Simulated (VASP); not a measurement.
TiCo3, 4 atoms in the cell. Symmetry: Pm-3m, No. 221, cubic system. Conventional cell: a = 3.600 Å, b = 3.600 Å, c = 3.600 Å, α = 90.00°, β = 90.00°, γ = 90.00°. Ti (site symmetry m-3m) has 12 Co at 2.55 Å within 3.4 Å. Within 3.4 Å of Co (site symmetry 4/mmm) lie 4 Ti at 2.55 Å and 8 Co at 2.55 Å. 

```yaml
Program: VASP 6.6.1
Task: single point
Functional: PBEsol
Potentials_or_basis: VASP PAW PBE potentials, release 64 (Ti_sv, Co)
Cutoff: 520 eV
k_mesh: 12 × 12 × 12
Occupations: gaussian, width 0.15 eV
Spin: collinear spin, ferromagnetic start
Starting_moments: "[0.9, 1.98, 1.98, 1.98] μB"
Fixed_moment: 6.84 μB
Dipole_correction: no
Further_INCAR_settings: ALGO = Normal; EDIFF = 1e-07; NBANDS = 32
```

Potentials or basis: VASP PAW PBE potentials, release 64 (Ti_sv, Co).

The run is started by

```bash
$ cat potpaw_PBE.64/Ti_sv/POTCAR potpaw_PBE.64/Co/POTCAR > POTCAR
$ mpirun -np 1 vasp_std > vasp.out
```

Hardware: 1 thread of Oxide Virtual Turin-like Processor (shared host).

Q: How long does it take, and how much memory?

A: Run time: 3.8 min on 1 thread of Oxide Virtual Turin-like Processor, with other jobs on the host, peak memory 0.27 GiB. Counts: scf iterations 18, k points 84.
